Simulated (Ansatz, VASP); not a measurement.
**Two plane-wave programs on MgI2**

```
CELL_PARAMETERS angstrom
4.15721 0.00000 0.00000
-2.07861 3.60025 0.00000
0.00000 0.00000 6.87333
ATOMIC_POSITIONS crystal
Mg 0.00000 0.00000 0.00000
I 0.33333 0.66667 0.24262
I 0.66667 0.33333 0.75738
```

Alike in both runs: task single point; functional LDA; k mesh 6 × 6 × 4; no spin polarisation.

|  | VASP | Ansatz |
| --- | --- | --- |
| version | VASP 6.6.1 | Ansatz 0.2.0 |
| potentials or method | VASP PAW LDA potentials, release 64 (Mg, I) | plane waves, PAW |
| plane-wave cutoff (eV) | 520 | 420 |
| occupations | gaussian, width 0.01 eV | fixed |
| valence electrons in the cell | 16 | 44 |

```tsv
	VASP	Ansatz	Ansatz less VASP
gap on the k mesh at the Fermi level (eV)	3.34	3.36	+0.018
```

LDA's correlation is that of Perdew and Zunger in VASP and of Perdew and Wang (1992) in Ansatz. VASP's potentials hold 16 valence electrons a cell and Ansatz's 44, so a difference there can come from the potentials and not from the codes.

Neither program's run includes spin-orbit coupling.
